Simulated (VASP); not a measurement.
A run of VASP 6.6.1:

INCAR

```
SYSTEM = CaInO6
ALGO = Normal
EDIFF = 1E-6
ENCUT = 520
GGA = PE
ISIF = 2
ISMEAR = 0
ISPIN = 2
LASPH = .TRUE.
LCHARG = .TRUE.
LELF = .TRUE.
LORBIT = 11
LREAL = .FALSE.
LVHAR = .TRUE.
LWAVE = .FALSE.
MAGMOM = 0 0 1 1 1 1 1 1
NBANDS = 44
NELM = 150
PREC = Accurate
SIGMA = 0.1
```

KPOINTS

```
k-points
0
G
  4 4 4
  0 0 0
```

POSCAR

```
CaInO6
1.0
    0.0000000000      4.4716575735      4.4716575735
    4.4716575735      0.0000000000      4.4716575735
    4.4716575735      4.4716575735      0.0000000000
Ca In O
1 1 6
Direct
    0.0000000000      0.0000000000      0.0000000000
    0.5000000000      0.5000000000      0.5000000000
    0.7412995339      0.2587004661      0.2587004661
    0.2587004661      0.7412995339      0.7412995339
    0.2587004661      0.7412995339      0.2587004661
    0.7412995339      0.2587004661      0.7412995339
    0.2587004661      0.2587004661      0.7412995339
    0.7412995339      0.7412995339      0.2587004661
```

Potentials or basis: VASP PAW PBE potentials, release 64 (Ca_sv, In_d, O).

Launch:

```console
$ cat potpaw_PBE.64/Ca_sv/POTCAR potpaw_PBE.64/In_d/POTCAR potpaw_PBE.64/O/POTCAR > POTCAR
$ mpirun -np 1 vasp_std > vasp.out
```

Hardware: 1 thread of Intel(R) Xeon(R) Platinum 8259CL CPU @ 2.50GHz (Skylake/Cascade Lake) (shared host).

How long does it take, and how much memory?

It took 2.6 min on 1 thread of Intel(R) Xeon(R) Platinum 8259CL CPU @ 2.50GHz (Skylake/Cascade Lake) (shared host), peak memory 0.45 GiB. Counts: scf iterations 16, k points 8.
